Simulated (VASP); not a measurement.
# BAs (F-43m) in VASP: a series of runs, part 2 of 2

VASP 6.6.1.

## Step 5: Single point, PBE (volume changed by +3%)

Input file INCAR:

```
SYSTEM = BAs
PREC = Accurate
ENCUT = 520
EDIFF = 1E-6
ISMEAR = 0
SIGMA = 0.01
LREAL = .FALSE.
LASPH = .TRUE.
NELM = 80
ALGO = Normal
ISIF = 2
LWAVE = .FALSE.
LCHARG = .FALSE.
GGA = PE
NBANDS = 11
```

Input file KPOINTS:

```
regular mesh
0
G
  8 8 8
  0 0 0
```

Input file POSCAR:

```
BAs
1.0
    0.0000000000      2.4284348304      2.4284348304
    2.4284348304      0.0000000000      2.4284348304
    2.4284348304      2.4284348304      0.0000000000
B As
1 1
Direct
    0.0000000000      0.0000000000      0.0000000000
    0.2500000000      0.2500000000      0.2500000000
```

Potentials or basis: VASP PAW PBE potentials, release 64 (B, As).

The run is started by

```bash
cat potpaw_PBE.64/B/POTCAR potpaw_PBE.64/As/POTCAR > POTCAR
mpirun -np 1 vasp_std > vasp.out
```

OUTCAR:

```text
SYSTEM = BAs
   PREC = Accurate
   ENCUT = 520
   EDIFF = 1E-6
   ISMEAR = 0
   LREAL = .FALSE.
   LASPH = .TRUE.
   NELM = 80
   ISIF = 2
   GGA = PE

 ion  position               nearest neighbor table
   1  0.000  0.000  0.000-   2 2.10   2 2.10   2 2.10   2 2.10
   2  0.250  0.250  0.250-   1 2.10   1 2.10   1 2.10   1 2.10

  LATTYP: Found a face centered cubic cell.
 ALAT       =     4.8568696608

  Lattice vectors:

 A1 = (   0.0000000000,   2.4284348304,   2.4284348304)
[... 522 lines left out ...]

------------------------ aborting loop because EDIFF is reached ----------------------------------------

  FORCE on cell =-STRESS in cart. coord.  units (eV):
  Direction    XX          YY          ZZ          XY          YZ          ZX
  --------------------------------------------------------------------------------------
  -------------------------------------------------------------------------------------
  Total       -0.5621076     -0.5621076     -0.5621076     -0.0000000      0.0000000      0.0000000
  in kB      -31.4427591    -31.4427591    -31.4427591     -0.0000000      0.0000000      0.0000000
  external PRESSURE =     -31.4427591 kB  Pullay stress =       0.0000000 kB

 VOLUME and BASIS-vectors are now :
 -----------------------------------------------------------------------------
  energy-cutoff  :      520.00
  volume of cell :       28.64
      direct lattice vectors                 reciprocal lattice vectors
     0.000000000  2.428434830  2.428434830    -0.205893934  0.205893934  0.205893934
     2.428434830  0.000000000  2.428434830     0.205893934 -0.205893934  0.205893934
     2.428434830  2.428434830  0.000000000     0.205893934  0.205893934 -0.205893934

 POSITION                                       TOTAL-FORCE (eV/Angst)
 -----------------------------------------------------------------------------------
      0.00000      0.00000      0.00000        -0.000000      0.000000      0.000000
      1.21422      1.21422      1.21422         0.000000     -0.000000     -0.000000
 -----------------------------------------------------------------------------------
    total drift:                               -0.000000     -0.000000     -0.000000

  FREE ENERGIE OF THE ION-ELECTRON SYSTEM (eV)
  ---------------------------------------------------
  free  energy   TOTEN  =       -11.4045342264 eV

  energy  without entropy=      -11.4045342264  energy(sigma->0) =      -11.40453423
```

OSZICAR:

```text
N       E                     dE             d eps       ncg     rms          rms(c)
DAV:   1     0.113909673202E+02    0.11391E+02   -0.38360E+03   638   0.648E+02
DAV:   2    -0.112252593713E+02   -0.22616E+02   -0.21169E+02   879   0.102E+02
DAV:   3    -0.119503674272E+02   -0.72511E+00   -0.72383E+00   796   0.167E+01
DAV:   4    -0.119524220327E+02   -0.20546E-02   -0.20545E-02   707   0.102E+00
DAV:   5    -0.119524256208E+02   -0.35881E-05   -0.35880E-05   778   0.444E-02    0.459E+00
DAV:   6    -0.114584788010E+02    0.49395E+00   -0.14379E+00   662   0.473E+00    0.224E+00
DAV:   7    -0.114101391404E+02    0.48340E-01   -0.15763E-01   734   0.197E+00    0.945E-01
DAV:   8    -0.114040641617E+02    0.60750E-02   -0.19102E-02   707   0.777E-01    0.935E-02
DAV:   9    -0.114043673911E+02   -0.30323E-03   -0.79642E-04   725   0.157E-01    0.535E-02
DAV:  10    -0.114045275530E+02   -0.16016E-03   -0.19647E-04   667   0.848E-02    0.117E-02
DAV:  11    -0.114045338430E+02   -0.62900E-05   -0.58173E-06   779   0.160E-02    0.941E-03
DAV:  12    -0.114045342264E+02   -0.38340E-06   -0.28866E-06   653   0.929E-03
   1 F= -.11404534E+02 E0= -.11404534E+02  d E =-.257043E-19
```

It took 16 s on 1 thread of Intel Xeon Platinum 8259CL at 2.50GHz (Skylake/Cascade Lake), shared host; peak memory 0.16 GiB.

Results:

| Item | Value |
| --- | --- |
| Free energy | -11.4045 eV |
| Pressure | -3.1 GPa |
| Band gap on the k mesh | 1.24 eV, indirect (least direct gap 3.22 eV) |

Levels at points of the mesh, in eV from the valence-band top:
```tsv
k point	band 1	band 2	band 3	band 4	band 5	band 6	band 7	band 8	band 9
(0.00, 0.00, 0.00)	-14.96	0.00	0.00	0.00	3.22	3.22	3.22	4.06	9.35
(0.50, 0.00, 0.00)	-12.26	-8.43	-1.74	-1.74	2.41	4.72	4.72	8.76	12.36
(0.50, 0.50, 0.00)	-11.02	-8.26	-3.88	-3.88	1.49	1.49	10.90	10.90	12.43
```

 A k mesh can miss the band edges.

## Step 6: Single point, PBE (volume changed by +6%)

Input file INCAR:

```
ALGO = Normal
EDIFF = 1E-6
ENCUT = 520
GGA = PE
ISIF = 2
ISMEAR = 0
LASPH = True
LCHARG = False
LREAL = False
LWAVE = False
NBANDS = 11
NELM = 60
PREC = Accurate
SIGMA = 0.01
```

Input file KPOINTS:

```
k-points
0
Gamma
  8 8 8
```

Input file POSCAR:

```
BAs
1.0
    0.0000000000      2.4517865978      2.4517865978
    2.4517865978      0.0000000000      2.4517865978
    2.4517865978      2.4517865978      0.0000000000
B As
1 1
Direct
    0.0000000000      0.0000000000      0.0000000000
    0.2500000000      0.2500000000      0.2500000000
```

Potentials or basis: VASP PAW PBE potentials, release 64 (B, As).

The run is started by

```bash
cat potpaw_PBE.64/B/POTCAR potpaw_PBE.64/As/POTCAR > POTCAR
mpirun -np 1 vasp_std > vasp.out
```

OUTCAR:

```text
EDIFF = 1E-6
   ENCUT = 520
   GGA = PE
   ISIF = 2
   ISMEAR = 0
   LASPH = True
   LREAL = False
   NELM = 60
   PREC = Accurate

 ion  position               nearest neighbor table
   1  0.000  0.000  0.000-   2 2.12   2 2.12   2 2.12   2 2.12
   2  0.250  0.250  0.250-   1 2.12   1 2.12   1 2.12   1 2.12

  LATTYP: Found a face centered cubic cell.
 ALAT       =     4.9035731956

  Lattice vectors:

 A1 = (   0.0000000000,   2.4517865978,   2.4517865978)
 A2 = (   2.4517865978,   0.0000000000,   2.4517865978)
 A3 = (   2.4517865978,   2.4517865978,   0.0000000000)

Analysis of symmetry for initial positions (statically):
=====================================================================
 Subroutine PRICEL returns:
 Original cell was already a primitive cell.

 Routine SETGRP: Setting up the symmetry group for a
 face centered cubic supercell.

 Subroutine GETGRP returns: Found 24 space group operations
 (whereof 24 operations were pure point group operations)
 out of a pool of 48 trial point group operations.

The static configuration has the point symmetry T_d .

Analysis of symmetry for dynamics (positions and initial velocities):
=====================================================================
 Subroutine PRICEL returns:
 Original cell was already a primitive cell.

 Routine SETGRP: Setting up the symmetry group for a
 face centered cubic supercell.

 Subroutine GETGRP returns: Found 24 space group operations
 (whereof 24 operations were pure point group operations)
 out of a pool of 48 trial point group operations.

The dynamic configuration has the point symmetry T_d .

 Subroutine INISYM returns: Found 24 space group operations
 (whereof 24 operations are pure point group operations),
 and found     1 'primitive' translations

----------------------------------------------------------------------------------------
[... 118 lines left out ...]
   GGA     = PE    functional components
   LHFCALC =     F    Hartree Fock is set to
   AEXX    =    0.0000 exact exchange contribution
   IVDW    =     0    specifies the selected vdW correction
   LEPSILON=     F    determine dielectric tensor
   LRPA    =     F    only Hartree local field effects (RPA)
 non-spin polarized calculation
 Gauss-broadening in eV      SIGMA  =   0.01
  energy-cutoff  :      520.00
  volume of cell :       29.48
 maximum number of plane-waves:       821
 NGX is ok and might be reduce to    28
   NGX = 13   NGY = 13   NGZ = 13

 number of electron       8.0000000 magnetization

 Free energy of the ion-electron system (eV)
  ---------------------------------------------------
  ext. energy  EPLUGINS =         0.00000000
  ---------------------------------------------------
  free energy    TOTEN  =       -11.37978039 eV

  energy without entropy =      -11.37978039  energy(sigma->0) =      -11.37978039

 E-fermi :   5.3717     XC(G=0): -10.2468

 val. band max:        5.2894752086   @ k =   0.0000   0.0000   0.0000
 cond. band min:       6.5512980203   @ k =   0.3750   0.3750   0.0000
 fundamental gap:      1.2618228117
 Fermi energy:         5.3717221109

 k-point     1 :       0.0000    0.0000    0.0000
  band No.  band energies     occupation
      1      -9.4207      2.00000
      2       5.2895      2.00000
      3       5.2895      2.00000
      4       5.2895      2.00000
      5       8.4712      0.00000
      6       8.4712      0.00000
      7       8.4712      0.00000
      8       9.0033      0.00000
      9      14.5082      0.00000
     10      17.9296      0.00000
     11      17.9296      0.00000
[... 309 lines left out ...]
 k-point    24 :      -0.3750    0.2500    0.1250
  band No.  band energies     occupation
      1      -6.3033      2.00000
      2      -2.5265      2.00000
      3       1.0214      2.00000
      4       2.4698      2.00000
      5       9.0746      0.00000
      6       9.8696      0.00000
      7      12.3327      0.00000
      8      13.8341      0.00000
      9      15.3283      0.00000
     10      18.9561      0.00000
     11      19.9562      0.00000

 [... further k-points ...]

------------------------ aborting loop because EDIFF is reached ----------------------------------------

  FORCE on cell =-STRESS in cart. coord.  units (eV):
  Direction    XX          YY          ZZ          XY          YZ          ZX
  --------------------------------------------------------------------------------------
  -------------------------------------------------------------------------------------
  Total       -1.1675603     -1.1675603     -1.1675603      0.0000000      0.0000000     -0.0000000
  in kB      -63.4617319    -63.4617319    -63.4617319      0.0000000      0.0000000     -0.0000000
  external PRESSURE =     -63.4617319 kB  Pullay stress =       0.0000000 kB

 VOLUME and BASIS-vectors are now :
 -----------------------------------------------------------------------------
  energy-cutoff  :      520.00
  volume of cell :       29.48
      direct lattice vectors                 reciprocal lattice vectors
     0.000000000  2.451786598  2.451786598    -0.203932920  0.203932920  0.203932920
     2.451786598  0.000000000  2.451786598     0.203932920 -0.203932920  0.203932920
     2.451786598  2.451786598  0.000000000     0.203932920  0.203932920 -0.203932920

 POSITION                                       TOTAL-FORCE (eV/Angst)
 -----------------------------------------------------------------------------------
      0.00000      0.00000      0.00000         0.000000      0.000000      0.000000
      1.22589      1.22589      1.22589        -0.000000     -0.000000     -0.000000
 -----------------------------------------------------------------------------------
    total drift:                               -0.000000     -0.000000      0.000000

  FREE ENERGIE OF THE ION-ELECTRON SYSTEM (eV)
  ---------------------------------------------------
  free  energy   TOTEN  =       -11.3797803941 eV

  energy  without entropy=      -11.3797803941  energy(sigma->0) =      -11.37978039
```

stdout:

```text
POSCAR found type information on POSCAR B As
 POSCAR found :  2 types and       2 ions
 scaLAPACK will be used
 LDA part: xc-table for (Slater+PW92), standard interpolation
 POSCAR, INCAR and KPOINTS ok, starting setup
 FFT: planning ... GRIDC
 FFT: planning ... GRID_SOFT
 FFT: planning ... GRID
 WAVECAR not read
 entering main loop
```

Wall time 15 s (1 thread of Intel Xeon Platinum 8259CL at 2.50GHz (Skylake/Cascade Lake), shared host); peak memory 0.15 GiB.

What came out:

```yaml
Free_energy: -11.3798 eV
Pressure: -6.3 GPa
Band_gap_on_the_k_mesh: 1.26 eV, indirect (least direct gap 3.18 eV)
```

## Step 7: Summary

| cell | gap on the mesh (eV) | pressure (GPa) |
| --- | --- | --- |
| a = 3.331 Å, angles 60.0°, 2 atoms | 1.15 | 10.0 |
| a = 3.366 Å, angles 60.0°, 2 atoms | 1.18 | 5.0 |
| a = 3.401 Å, angles 60.0°, 2 atoms | 1.21 | 0.6 |
| a = 3.434 Å, angles 60.0°, 2 atoms | 1.24 | -3.1 |
| a = 3.467 Å, angles 60.0°, 2 atoms | 1.26 | -6.3 |

Alike in all rows: task single point; level PBE; potentials or basis VASP PAW PBE potentials, release 64 (B, As); no spin polarisation; k mesh 8 × 8 × 8; cutoff (eV) 520; smearing gaussian 0.01 eV.

Absolute energies hang on the potentials; compare differences alone.
